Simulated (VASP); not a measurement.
Si2W: relaxation of cell and atoms with PBEsol

Crystal: Si2W.

```
CELL_PARAMETERS angstrom
4.61685 0.00000 0.00000
-2.30843 3.99831 0.00000
0.00000 0.00000 6.65322
ATOMIC_POSITIONS crystal
W 0.50000 0.00000 0.50000
W 0.50000 0.50000 0.83333
W 0.00000 0.50000 0.16667
Si 0.32725 0.16363 0.16667
Si 0.83637 0.16363 0.83333
Si 0.16363 0.32725 0.50000
Si 0.67275 0.83637 0.16667
Si 0.16363 0.83637 0.83333
Si 0.83637 0.67275 0.50000
```

```json
{
 "Program": "VASP 6.6.1",
 "Task": "relaxation of cell and atoms",
 "Functional": "PBEsol",
 "Potentials or basis": "VASP PAW PBE potentials, release 64 (W_sv, Si)",
 "Cutoff": "600 eV",
 "k mesh": "7 × 7 × 4",
 "Occupations": "fermi-dirac, width 0.05 eV",
 "Spin": "no spin polarisation",
 "Dipole correction": "no",
 "Further INCAR settings": "ALGO = Normal; EDIFF = 1e-07; IBRION = 2; EDIFFG = -0.01; NSW = 60; ISIF = 3"
}
```

```
Relaxed volume                        : 13.32 Å³/atom
Relaxed cell                          : a = 4.578 Å, b = 4.578 Å, c = 6.606 Å, α = 90.00°, β = 90.00°, γ = 120.00°
Space group after relaxing (to 0.1 Å) : P6_222 (No. 180)
Energy gained by relaxing             : 5.4 meV/atom
Ionic steps                           : 5
Pressure after relaxing               : 0.0 GPa
Largest force after relaxing          : 0.004 eV/Å
Band gap on the k mesh                : 0.23 eV (least direct gap 0.72 eV)
```

Forces in eV/Å, atoms in the order of the input:
```
W    0.000  0.000  0.000
W    0.000  0.000  0.000
W    0.000  0.000  0.000
Si   0.003  0.002  0.000
Si  -0.003  0.002  0.000
Si   0.000  0.004  0.000
Si  -0.003 -0.002  0.000
Si   0.003 -0.002  0.000
Si   0.000 -0.004  0.000
```

Step by step:
| step | energy change (eV) | largest force (eV/Å) | pressure (GPa) | volume (Å³) |
| --- | --- | --- | --- | --- |
| 1 | 0.0000 | 0.0330 | -5.28 | 122.82 |
| 2 | 0.1140 | 0.0382 | 10.91 | 114.99 |
| 3 | -0.0485 | 0.0096 | -0.07 | 119.98 |
| 4 | -0.0485 | 0.0091 | 0.04 | 119.92 |
| 5 | -0.0487 | 0.0040 | 0.05 | 119.91 |

Final structure:
```yaml
crystal:
  lattice:
    - [4.57843, 0.00000, 0.00000]
    - [-2.28922, 3.96504, 0.00000]
    - [0.00000, 0.00000, 6.60553]
  atoms:
    - { symbol: W, position: [0.50000, 0.00000, 0.50000] }
    - { symbol: W, position: [0.50000, 0.50000, 0.83333] }
    - { symbol: W, position: [0.00000, 0.50000, 0.16667] }
    - { symbol: Si, position: [0.32749, 0.16375, 0.16667] }
    - { symbol: Si, position: [0.83625, 0.16375, 0.83333] }
    - { symbol: Si, position: [0.16375, 0.32749, 0.50000] }
    - { symbol: Si, position: [0.67251, 0.83625, 0.16667] }
    - { symbol: Si, position: [0.16375, 0.83625, 0.83333] }
    - { symbol: Si, position: [0.83625, 0.67251, 0.50000] }
```

Levels at points of the mesh, in eV from the valence-band top:
```
           k point  band 30  band 31  band 32  band 33  band 34  band 35  band 36  band 37
(0.00, 0.00, 0.00)    -3.32    -2.95    -2.51    -0.89     2.31     2.31     2.44     2.57
(0.00, 0.00, 0.50)    -2.66    -2.50    -0.67    -0.67     1.89     2.22     2.22     2.44
```

Wall time 4.1 min on 1 thread of Intel(R) Xeon(R) 6975P-C (Granite Rapids) (shared host), peak memory 0.35 GiB.

Caveat: the PAW data sets were made with another functional, which shifts forces and pressure a little; spin-orbit coupling is left out, which moves the levels of the heavy elements. A k mesh can miss the band edges.
